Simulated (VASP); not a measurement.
# Mg (P6_3/mmc) in VASP: further runs

Mg is run at these levels: r2SCAN; tasks: single point.

Everything below comes from runs of VASP 6.6.1. Logs are shortened: lines on timing, memory, paths and dates and some standing lists are left out, and cuts for length are marked.

## (1) The cell of the first run

It takes space group P6_3/mmc (No. 194, hexagonal). The conventional cell has a = 3.107 Å, b = 3.107 Å, c = 5.153 Å, α = 90.00°, β = 90.00°, γ = 120.00°. Within 4.1 Å of Mg (site symmetry -6m2) lie 12 Mg at 3.11 to 3.14 Å.

## (2) Single point, r2SCAN

Input file POSCAR:

```
Mg
1.0
    3.1066653474      0.0000000000      0.0000000000
   -1.5533326737      2.6904511119      0.0000000000
    0.0000000000      0.0000000000      5.1532849037
Mg
2
Direct
    0.6666666667      0.3333333333      0.2500000000
    0.3333333333      0.6666666667      0.7500000000
```

Input file INCAR.step1:

```
  ALGO = Normal
  EDIFF = 1E-4
  ENCUT = 520
  GGA = PE
  ISMEAR = 0
  LASPH = True
  LCHARG = False
  LREAL = False
  LWAVE = True
  NBANDS = 9
  NELM = 80
  PREC = Accurate
  SIGMA = 0.1
```

Input file INCAR.step2:

```
  ALGO = Normal
  EDIFF = 1E-6
  ENCUT = 520
  ISIF = 2
  ISMEAR = 0
  ISTART = 1
  LASPH = True
  LCHARG = False
  LMIXTAU = True
  LREAL = False
  LWAVE = False
  METAGGA = R2SCAN
  NBANDS = 9
  NELM = 80
  PREC = Accurate
  SIGMA = 0.1
```

Input file KPOINTS:

```
k-points
0
Gamma
  12 12 7
```

Potentials or basis: VASP PAW PBE potentials, release 64 (Mg).

Launch:

```bash
> cat potpaw_PBE.64/Mg/POTCAR > POTCAR
> cp INCAR.step1 INCAR
> mpirun -np 1 vasp_std > vasp.out
> cp INCAR.step2 INCAR
> mpirun -np 1 vasp_std > vasp.out
```

OUTCAR:

```text
EDIFF = 1E-6
   ENCUT = 520
   ISIF = 2
   ISMEAR = 0
   ISTART = 1
   LASPH = True
   LREAL = False
   METAGGA = R2SCAN
   NELM = 80
   PREC = Accurate

 ion  position               nearest neighbor table
   1  0.667  0.333  0.250-   2 3.14   2 3.14   2 3.14   2 3.14   2 3.14   2 3.14
   2  0.333  0.667  0.750-   1 3.14   1 3.14   1 3.14   1 3.14   1 3.14   1 3.14

  LATTYP: Found a hexagonal cell.
 ALAT       =     3.1066653474
 C/A-ratio  =     1.6587833987

  Lattice vectors:

 A1 = (   3.1066653474,   0.0000000000,   0.0000000000)
 A2 = (  -1.5533326737,   2.6904511119,   0.0000000000)
 A3 = (   0.0000000000,   0.0000000000,   5.1532849037)

Analysis of symmetry for initial positions (statically):
=====================================================================
 Subroutine PRICEL returns:
 Original cell was already a primitive cell.

 Routine SETGRP: Setting up the symmetry group for a
 hexagonal supercell.

 Subroutine GETGRP returns: Found 24 space group operations
 (whereof 12 operations were pure point group operations)
 out of a pool of 24 trial point group operations.

The static configuration has the point symmetry D_3d.
 The point group associated with its full space group is D_6h.

Analysis of symmetry for dynamics (positions and initial velocities):
=====================================================================
 Subroutine PRICEL returns:
 Original cell was already a primitive cell.

 Routine SETGRP: Setting up the symmetry group for a
 hexagonal supercell.

 Subroutine GETGRP returns: Found 24 space group operations
 (whereof 12 operations were pure point group operations)
 out of a pool of 24 trial point group operations.

The dynamic configuration has the point symmetry D_3d.
 The point group associated with its full space group is D_6h.

 Subroutine INISYM returns: Found 24 space group operations
 (whereof 12 operations are pure point group operations),
 and found     1 'primitive' translations

----------------------------------------------------------------------------------------

                                     Primitive cell

  volume of cell :      43.0729

  direct lattice vectors                    reciprocal lattice vectors
[... 84 lines left out ...]
   LASPH  =      T    aspherical Exc in radial PAW
   ENCUT  =  520.0 eV  38.22 Ry    6.18 a.u.   5.78  5.78  9.58*2*pi/ulx,y,z
   NELM   =     80;   NELMIN=  2; NELMDL=  0     # of ELM steps
   EDIFF  = 0.1E-05   stopping-criterion for ELM
   LREAL  =      F    real-space projection
   EDIFFG = 0.1E-04   stopping-criterion for IOM
   NSW    =      0    number of steps for IOM
   IBRION =     -1    ionic relax: 0-MD 1-quasi-New 2-CG
   NFREE  =      0    steps in history (QN), initial steepest desc. (CG)
   ISIF   =      2    stress and relaxation
   ISYM   =      2    0-nonsym 1-usesym 2-fastsym
   POTIM  = 0.5000    time-step for ionic-motion
   TEBEG  =    0.0;   TEEND  =   0.0 temperature during run
   PSTRESS=    0.0 pullay stress
   NELECT =       4.0000    total number of electrons
   NUPDOWN=      -1.0000    fix difference up-down
   EMIN   =  10.00;   EMAX   =-10.00  energy-range for DOS
   EFERMI =   0.00;   METHOD = LEGACY
   ISMEAR =     0;   SIGMA  =   0.10  broadening in eV -4-tet -1-fermi 0-gaus
   EFERMI_NEDOS =   21; number of points for ismear=-14 and -15
   IALGO  =     38    algorithm
   IMIX   =      4    mixing-type and parameters
     AMIX     =   0.40;   BMIX     =  1.00
     AMIX_MAG =   1.60;   BMIX_MAG =  1.00
  volume/ion in A,a.u.               =      21.54       145.34
  Fermi-wavevector in a.u.,A,eV,Ry     =   0.741356  1.400960  7.477884  0.549609
  Thomas-Fermi vector in A             =   1.835977
   LORBIT       =      0    0 simple, 1 ext, 2 COOP (PROOUT), +10 PAW based schemes
   METAGGA = R2SCAN    functional components
   LHFCALC =     F    Hartree Fock is set to
   AEXX    =    0.0000 exact exchange contribution
   IVDW    =     0    specifies the selected vdW correction
   LEPSILON=     F    determine dielectric tensor
   LRPA    =     F    only Hartree local field effects (RPA)
 non-spin polarized calculation
 Gauss-broadening in eV      SIGMA  =   0.10
  energy-cutoff  :      520.00
  volume of cell :       43.07
 maximum number of plane-waves:      1173
 NGX is ok and might be reduce to    24
   NGX = 11   NGY = 11   NGZ = 19

 number of electron       4.0000000 magnetization

 Free energy of the ion-electron system (eV)
  ---------------------------------------------------
  ext. energy  EPLUGINS =         0.00000000
  ---------------------------------------------------
  free energy    TOTEN  =        -8.28384825 eV

  energy without entropy =       -8.28062898  energy(sigma->0) =       -8.28223861

 E-fermi :   2.9544     XC(G=0):  -9.2479

 val. band max:        2.9103915681   @ k =   0.5000   0.0000   0.4286
 cond. band min:       3.0032769083   @ k =   0.0000   0.0000   0.1429
 fundamental gap:      0.0928853402
 Fermi energy:         2.9544459276

 k-point     1 :       0.0000    0.0000    0.0000
  band No.  band energies     occupation
      1      -4.6886      2.00000
      2       0.8460      2.00000
      3       1.5836      2.00000
      4      15.3218      0.00000
      5      15.3219      0.00000
      6      15.6708      0.00000
      7      15.6709      0.00000
      8      15.8000      0.00000
      9      18.3156      0.00000
[... 265 lines left out ...]
 k-point    24 :       0.3333   -0.0000    0.1429
  band No.  band energies     occupation
      1      -2.1370      2.00000
      2       1.9238      2.00000
      3       4.5358      0.00000
      4       5.8305      0.00000
      5       8.7886      0.00000
      6      11.3365      0.00000
      7      11.5741      0.00000
      8      13.9368      0.00000
      9      15.1257      0.00000

 [... further k-points ...]
[... 5 lines left out ...]
  --------------------------------------------------------------------------------------
  -------------------------------------------------------------------------------------
  Total        0.7472968      0.7472968     -0.0873447      0.0000000      0.0000000      0.0000000
  in kB       27.7971317     27.7971317     -3.2489515      0.0000000      0.0000000      0.0000000
  external PRESSURE =      17.4484373 kB  Pullay stress =       0.0000000 kB

 VOLUME and BASIS-vectors are now :
 -----------------------------------------------------------------------------
  energy-cutoff  :      520.00
  volume of cell :       43.07
      direct lattice vectors                 reciprocal lattice vectors
     3.106665347  0.000000000  0.000000000     0.321888549  0.185842440  0.000000000
    -1.553332674  2.690451112  0.000000000     0.000000000  0.371684880  0.000000000
     0.000000000  0.000000000  5.153284904     0.000000000  0.000000000  0.194050983

 POSITION                                       TOTAL-FORCE (eV/Angst)
 -----------------------------------------------------------------------------------
      1.55333      0.89682      1.28832        -0.000000      0.000000      0.000000
     -0.00000      1.79363      3.86496         0.000000     -0.000000      0.000000
 -----------------------------------------------------------------------------------
    total drift:                                0.000000     -0.000000      0.000000

  FREE ENERGIE OF THE ION-ELECTRON SYSTEM (eV)
  ---------------------------------------------------
  free  energy   TOTEN  =        -8.2838482463 eV

  energy  without entropy=       -8.2806289769  energy(sigma->0) =       -8.28223861
```

OUTCAR.step1:

```text
EDIFF = 1E-4
   ENCUT = 520
   GGA = PE
   ISMEAR = 0
   LASPH = True
[... 512 lines left out ...]
 -----------------------------------------------------------------------------------
      1.55333      0.89682      1.28832        -0.000000      0.000000      0.000000
     -0.00000      1.79363      3.86496         0.000000     -0.000000      0.000000
 -----------------------------------------------------------------------------------
    total drift:                                0.000000     -0.000000      0.000000

  FREE ENERGIE OF THE ION-ELECTRON SYSTEM (eV)
  ---------------------------------------------------
  free  energy   TOTEN  =        -2.9889223518 eV

  energy  without entropy=       -2.9843638941  energy(sigma->0) =       -2.98664312
```

OSZICAR.step1:

```text
N       E                     dE             d eps       ncg     rms          rms(c)
DAV:   1    -0.327219600171E+00   -0.32722E+00   -0.12519E+03  1368   0.309E+02
DAV:   2    -0.296752365071E+01   -0.26403E+01   -0.25578E+01  1886   0.271E+01
DAV:   3    -0.300301261899E+01   -0.35489E-01   -0.35426E-01  1748   0.266E+00
DAV:   4    -0.300313618363E+01   -0.12356E-03   -0.12355E-03  1824   0.156E-01
DAV:   5    -0.300313696733E+01   -0.78371E-06   -0.78394E-06  1689   0.110E-02    0.956E-01
DAV:   6    -0.299644938294E+01    0.66876E-02   -0.48264E-04  1598   0.172E-01    0.611E-01
DAV:   7    -0.298891522158E+01    0.75342E-02   -0.18099E-03  1430   0.294E-01    0.327E-02
DAV:   8    -0.298892235176E+01   -0.71302E-05   -0.14571E-05  1092   0.229E-02
   1 F= -.29889224E+01 E0= -.29866431E+01  d E =-.455846E-02
```

Run time: 36 s. Hardware: 1 thread of Intel Xeon Platinum 8488C (Sapphire Rapids), shared host; peak memory 0.18 GiB.

Results:

| Item | Value |
| --- | --- |
| Free energy | -8.2838 eV |
| Pressure | 1.7 GPa |
| Band gap on the k mesh | zero (band 2 reaches 4.08 eV, above the bottom of band 3 at 1.58 eV) |

Levels at points of the mesh, in eV from the Fermi level:
```csv
k point,band 1,band 2,band 3,band 4,band 5
"(0.00, 0.00, 0.00)",-7.64,-2.11,-1.37,12.37,12.37
"(0.50, 0.00, 0.00)",-2.39,-2.15,2.92,3.12,3.64
```

Caveat: the PAW data sets were made with another functional, which shifts forces and pressure a little.

(Continued in part 2 of 2.)
